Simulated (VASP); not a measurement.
A run of VASP 6.6.1 is set up as follows.

INCAR

```
  PREC = Accurate
  ENCUT = 520
  EDIFF = 1E-8
  ISMEAR = -1
  SIGMA = 0.08
  LREAL = F
  LASPH = T
  NELM = 100
  ALGO = Normal
  ISIF = 2
  LWAVE = F
  LCHARG = F
  GGA = CA
  LEFG = T
  NBANDS = 18
```

Contents of KPOINTS:

```
Automatic mesh
0
Gamma
  10 10 10
```

Contents of POSCAR:

```
BiTe
1.0
    0.0000000000      3.2350000000      3.2350000000
    3.2350000000      0.0000000000      3.2350000000
    3.2350000000      3.2350000000      0.0000000000
Bi Te
1 1
Direct
    0.0000000000      0.0000000000      0.0000000000
    0.5000000000      0.5000000000      0.5000000000
```

Potentials or basis: VASP PAW LDA potentials, release 64 (Bi_d, Te).

The run is started by

```sh
$ cat potpaw_LDA.64/Bi_d/POTCAR potpaw_LDA.64/Te/POTCAR > POTCAR
$ mpirun -np 1 vasp_std > vasp.out
```

Question: Predict the pressure.

Answer: -2.7 GPa.

Caveat: without QUAD_EFG the Cq values of the log hold for a quadrupole moment of 1 mb, not for the nuclei.
